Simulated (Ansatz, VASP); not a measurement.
# Ga in VASP and in Ansatz

INCAR

```
PREC     = Accurate       # precision mode
ENCUT    = 520            # plane-wave cutoff, eV
EDIFF    = 1E-6           # SCF threshold, eV
ISMEAR   = -1             # smearing method
SIGMA    = 0.1            # smearing width, eV
LREAL    = F              # projectors in reciprocal space
LASPH    = T              # aspherical terms in the spheres
NELM     = 80             # most SCF steps
ALGO     = Normal         # electronic algorithm
ISIF     = 2              # what is computed and relaxed
LWAVE    = F              # write WAVECAR
LCHARG   = F              # write CHGCAR
GGA      = RP             # functional
NBANDS   = 12             # bands
```

File KPOINTS:

```
regular mesh
0
Gamma
  15 15 15
```

File POSCAR:

```
Ga
1.0
   -1.7519571166      1.7519571166      1.7519571166
    1.7519571166     -1.7519571166      1.7519571166
    1.7519571166      1.7519571166     -1.7519571166
Ga
1
Direct
    0.0000000000      0.0000000000      0.0000000000
```

Input for Ansatz:

```yaml
crystal:
  lattice:
    - [-1.7519571166, 1.7519571166, 1.7519571166]
    - [1.7519571166, -1.7519571166, 1.7519571166]
    - [1.7519571166, 1.7519571166, -1.7519571166]
  atoms:
    - { symbol: Ga, position: [0.0, 0.0, 0.0] }
hamiltonian:
  xc: rpbe
  pseudopotentials:
    kind: paw
    azcp:
      Ga: "pseudopotentials/Ga.paw.azcp"
basis:
  ecutwfc: 420
  fft_grid_basis: typed
kpoints:
  mp_grid: { grid: [15, 15, 15], shift: [0, 0, 0] }
magnetization:
  spin_polarized: false
scf:
  occupations: { method: fermi_dirac, width: 0.1 }
  lower_state_search: "off"
output:
  stress: true
```

Alike in both runs: task single point; functional RPBE; k mesh 15 × 15 × 15; occupations fermi-dirac, width 0.1 eV; no spin polarisation.

|  | VASP | Ansatz |
| --- | --- | --- |
| version | VASP 6.6.1 | Ansatz 0.2.0 |
| potentials or method | VASP PAW PBE potentials, release 64 (Ga_d), cutoff 520 eV | plane waves (420 eV) with PAW, scalar-relativistic |
| valence electrons in the cell | 13 | 13 |

|  | VASP | Ansatz | Ansatz less VASP |
| --- | --- | --- | --- |
| pressure (GPa) | -2.6 | -2.6 | -0.04 |

VASP's potentials were made for PBE, not for RPBE.
